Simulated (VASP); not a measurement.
Set up this calculation in VASP 6.6.1, as the native input.

```yaml
Task: single point
Functional: PBEsol
Potentials_or_basis: VASP PAW PBE potentials, release 64 (Pd)
Cutoff: 520 eV
k_mesh: 12 × 12 × 12
Occupations: methfessel-paxton, width 0.1 eV
Spin: no spin polarisation
Dipole_correction: no
Further_INCAR_settings: ALGO = Normal; EDIFF = 1e-06; NBANDS = 11
```

The structure of Pd lies in POSCAR:

```
Pd
1.0
   -1.6200260000      1.6200260000      5.0401130000
    1.6200260000     -1.6200260000      5.0401130000
    1.6200260000      1.6200260000     -5.0401130000
Pd
1
Direct
    0.0000000000      0.0000000000      0.0000000000
```

The input as run:

INCAR

```
SYSTEM = Pd
  PREC = Accurate
  ENCUT = 520
  EDIFF = 1E-6
  ISMEAR = 1
  SIGMA = 0.1
  LREAL = .False.
  LASPH = .True.
  NELM = 80
  ALGO = Normal
  ISIF = 2
  LWAVE = .False.
  LCHARG = .False.
  GGA = PS
  NBANDS = 11
```

KPOINTS

```
Automatic mesh
0
Gamma
  12 12 12
  0 0 0
```

Potentials or basis: VASP PAW PBE potentials, release 64 (Pd).

Launch:

```bash
$ cat potpaw_PBE.64/Pd/POTCAR > POTCAR
$ mpirun -np 1 vasp_std > vasp.out
```

It gave:

The pressure is -6.6 GPa and the band gap on the k mesh is zero (band 5 reaches -0.88 eV, above the bottom of band 6 at -1.43 eV).

Caveat: the PAW data sets were made with another functional, which shifts forces and pressure a little.

Wall time 8.1 min on 1 thread of AMD EPYC 7R13, on a shared host, peak memory 0.28 GiB.
